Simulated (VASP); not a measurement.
Input of a VASP 6.6.1 run:

INCAR

```
SYSTEM = BP
PREC = Accurate
ENCUT = 520
EDIFF = 1E-6
ISMEAR = 0
SIGMA = 0.05
LREAL = .FALSE.
LASPH = .TRUE.
NELM = 60
ALGO = Normal
ISIF = 2
LWAVE = .FALSE.
LCHARG = .FALSE.
GGA = PE
NBANDS = 11
```

Contents of KPOINTS:

```
Automatic mesh
0
G
  10 10 10
  0 0 0
```

POSCAR

```
BP
1.0
    0.0000000000      2.1782400000      2.3597600000
    2.1782400000      0.0000000000      2.3597600000
    2.1782400000      2.1782400000      0.0000000000
B P
1 1
Direct
    0.0000000000      0.0000000000      0.0000000000
    0.7500000000      0.7500000000      0.7500000000
```

Potentials or basis: VASP PAW PBE potentials, release 64 (B, P).

Command:

```sh
$ cat potpaw_PBE.64/B/POTCAR potpaw_PBE.64/P/POTCAR > POTCAR
$ mpirun -np 1 vasp_std > vasp.out
```

Question: What does it give for the band gap on the k mesh?

Answer: 0.56 eV, indirect (least direct gap 3.06 eV).

Question: Predict the pressure.

Answer: 8.4 GPa.

Stress tensor (GPa, compression positive):
```
16.58  0.00  0.00
 0.00 16.58  0.00
 0.00  0.00 -8.05
```

Caveat: the cell differs from its parent crystal (strain -0.040 along x and y, +0.040 along z). A k mesh can miss the band edges.
